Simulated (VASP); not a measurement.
Runs of VASP 6.6.1 on C. The structure is that of space group Im-3m (No. 229), or close to it. The cells are those of the table. 

```tsv
task	cell	gap on the mesh (eV)	pressure (GPa)
single point	a = 2.015 Å, angles 109.5°, 1 atom	none	(a)
relaxation of cell and atoms	relaxed to 20 GPa from a = 2.061 Å, angles 109.5°, 1 atom	none	20.1
single point	a = 2.001 Å, angles 109.5°, 1 atom	none	5.4
single point	a = 1.965 Å, angles 109.5°, 1 atom	none	20.5
relaxation of cell and atoms	relaxed to 5 GPa from a = 2.061 Å, angles 109.5°, 1 atom	none	5.0
relaxation of cell and atoms	relaxed to 10 GPa from a = 2.061 Å, angles 109.5°, 1 atom	none	10.1
relaxation of cell and atoms	relaxed from a = 2.061 Å, angles 109.5°, 1 atom	none	0.0
single point	a = 1.988 Å, angles 109.5°, 1 atom	none	10.4
```

Alike in all rows: level LDA; potentials or basis VASP PAW LDA potentials, release 64 (C); no spin polarisation; k mesh 25 × 25 × 25; cutoff (eV) 600; smearing gaussian 0.1 eV.

Problem. Fill in the values left out.

Solution. (a) 0.3.

Caveats: the cell is relaxed towards a set pressure, so the run minimises the enthalpy, not the energy (at least some runs); the cell stands under pressure (at least some runs).

A gap of «none» marks levels without a gap at the run's occupations.
